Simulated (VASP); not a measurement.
Set up this calculation in VASP 6.6.1, as the native input.

```
Task                   : single point
Functional             : PBEsol
Potentials or basis    : VASP PAW PBE potentials, release 64 (Re)
Cutoff                 : 520 eV
k mesh                 : 17 × 17 × 17
Occupations            : fermi-dirac, width 0.05 eV
Spin                   : no spin polarisation
Dipole correction      : no
Further INCAR settings : ALGO = Normal; EDIFF = 1e-06; NBANDS = 10
```

The structure of Re lies in POSCAR:

```
Re
1.0
    0.0000000000      1.8304555104      1.8304555104
    1.8304555104      0.0000000000      1.8304555104
    1.8304555104      1.8304555104      0.0000000000
Re
1
Direct
    0.0000000000      0.0000000000      0.0000000000
```

This cell differs from its parent crystal: volume scaled by 0.84.

The input as run:

INCAR

```
PREC = Accurate
ENCUT = 520
EDIFF = 1E-6
ISMEAR = -1
SIGMA = 0.05
LREAL = F
LASPH = T
NELM = 100
ALGO = Normal
ISIF = 2
LWAVE = F
LCHARG = F
GGA = PS
NBANDS = 10
```

KPOINTS

```
regular mesh
0
Gamma
  17 17 17
```

Potentials or basis: VASP PAW PBE potentials, release 64 (Re).

Command:

```bash
$ cat potpaw_PBE.64/Re/POTCAR > POTCAR
$ mpirun -np 1 vasp_std > vasp.out
```

Results of the run:

| Item | Value |
| --- | --- |
| Pressure | 102.3 GPa |

Caveat: the PAW data sets were made with another functional, which shifts forces and pressure a little.

It took 24 s on 1 thread of AMD EPYC 7R13 Processor (Zen 3), on a shared host, peak memory 0.11 GiB.
